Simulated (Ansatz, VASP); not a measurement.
# Be3Te4: VASP beside Ansatz

File INCAR:

```
SYSTEM = Be3Te4
PREC = Accurate
ENCUT = 520
EDIFF = 1E-6
ISMEAR = 0
SIGMA = 0.2
LREAL = .FALSE.
LASPH = .TRUE.
NELM = 60
ALGO = Normal
ISIF = 2
LWAVE = .FALSE.
LCHARG = .TRUE.
GGA = PE
LELF = .TRUE.
LVHAR = .TRUE.
NBANDS = 24
```

File KPOINTS:

```
regular mesh
0
G
  6 6 2
  0 0 0
```

File POSCAR:

```
Be3Te4
1.0
    3.8807095648      0.0000000000      0.0000000000
    0.0000000000      3.8807095648      0.0000000000
    0.0000000000      0.0000000000     11.7335506317
Be Te
3 4
Direct
    0.5000000000      0.5000000000      0.2487969229
    0.5000000000      0.5000000000      0.7512030771
    0.0000000000      1.0000000000      1.0000000000
    0.5000000000      0.0000000000      0.3693506880
    0.0000000000      0.5000000000      0.6306493120
    0.5000000000      1.0000000000      0.8772794445
    0.0000000000      0.5000000000      0.1227205555
```

Input for Ansatz:

```yaml
crystal:
  lattice:
    - [3.8807095648, 0.0, 0.0]
    - [0.0, 3.8807095648, 0.0]
    - [0.0, 0.0, 11.7335506317]
  atoms:
    - { symbol: Be, position: [0.5, 0.5, 0.2487969229] }
    - { symbol: Be, position: [0.5, 0.5, 0.7512030771] }
    - { symbol: Be, position: [0.0, 1.0, 1.0] }
    - { symbol: Te, position: [0.5, 0.0, 0.369350688] }
    - { symbol: Te, position: [0.0, 0.5, 0.630649312] }
    - { symbol: Te, position: [0.5, 1.0, 0.8772794445] }
    - { symbol: Te, position: [0.0, 0.5, 0.1227205555] }
basis:
  ecutwfc: 420
kpoints:
  mp_grid: { grid: [6, 6, 2] }
hamiltonian:
  xc: pbe
scf:
  occupations: { method: gaussian, width: 0.2 }
  lower_state_search: "off"
output:
  forces: true
  stress: true
  eigenvalues: true
```

Alike in both runs: task single point; functional PBE; k mesh 6 × 6 × 2; occupations gaussian, width 0.2 eV; no spin polarisation.

|  | VASP | Ansatz |
| --- | --- | --- |
| version | VASP 6.6.1 | Ansatz 0.2.0 |
| potentials or method | VASP PAW PBE potentials, release 64 (Be, Te), cutoff 520 eV | scalar-relativistic, plane waves, PAW |
| valence electrons in the cell | 30 | 70 |

Ansatz gave:

- gap on the k mesh at the Fermi level (eV): none
- pressure (GPa): 0.1
- traceless stress, the component that is largest in VASP (GPa): 0.06
- rms of the force components (eV/Å): 0.021

Problem. Estimate VASP's values.

Solution. gap on the k mesh at the Fermi level (eV): none; pressure (GPa): 0.2; traceless stress, the component that is largest in VASP (GPa): 0.06; rms of the force components (eV/Å): 0.018.

Atom by atom the forces differ by 0.006 eV/Å (rms over components). A gap of «none» marks a metal or a gap that the smearing closes. VASP's potentials hold 30 valence electrons a cell and Ansatz's 70, so a difference there can come from the potentials and not from the codes.

Neither program's run includes spin-orbit coupling.
